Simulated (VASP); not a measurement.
Here is a VASP 6.6.1 calculation.

The input INCAR:

```
PREC = Accurate
ENCUT = 520
EDIFF = 1E-6
ISMEAR = 0
SIGMA = 0.1
LREAL = F
LASPH = T
NELM = 100
ALGO = Normal
ISIF = 2
LWAVE = F
LCHARG = F
GGA = PE
NBANDS = 31
```

KPOINTS

```
Automatic mesh
0
Gamma
  6 6 6
```

File POSCAR:

```
MgCd2Se3
1.0
   -2.0665107800      2.0665107800      8.7674627100
    2.0665107800     -2.0665107800      8.7674627100
    2.0665107800      2.0665107800     -8.7674627100
Mg Cd Se
1 2 3
Direct
    0.5000000000      0.5000000000      0.0000000000
    0.8333333300      0.8333333300      0.0000000000
    0.1666666700      0.1666666700      0.0000000000
    0.0000000000      0.0000000000      0.0000000000
    0.6666666700      0.6666666700      0.0000000000
    0.3333333300      0.3333333300      0.0000000000
```

Potentials or basis: VASP PAW PBE potentials, release 64 (Mg, Cd, Se).

Launch:

```console
$ cat potpaw_PBE.64/Mg/POTCAR potpaw_PBE.64/Cd/POTCAR potpaw_PBE.64/Se/POTCAR > POTCAR
$ mpirun -np 1 vasp_std > vasp.out
```

Q: Estimate the pressure.

A: -4.3 GPa.

Q: What does it give for the largest force?

A: 0.201 eV/Å.

Q: What does it give for the band gap on the k mesh?

A: Zero (bands 22 and 23 overlap by 0.02 eV).

Forces on the atoms (eV/Å):
```
Mg   0.000  0.000  0.000
Cd   0.000  0.000  0.018
Cd   0.000  0.000 -0.018
Se   0.000  0.000  0.000
Se   0.000  0.000 -0.201
Se   0.000  0.000  0.201
```

Caveat: the cell stands under tension; semilocal functionals underestimate gaps, so a narrow gap can read as zero.
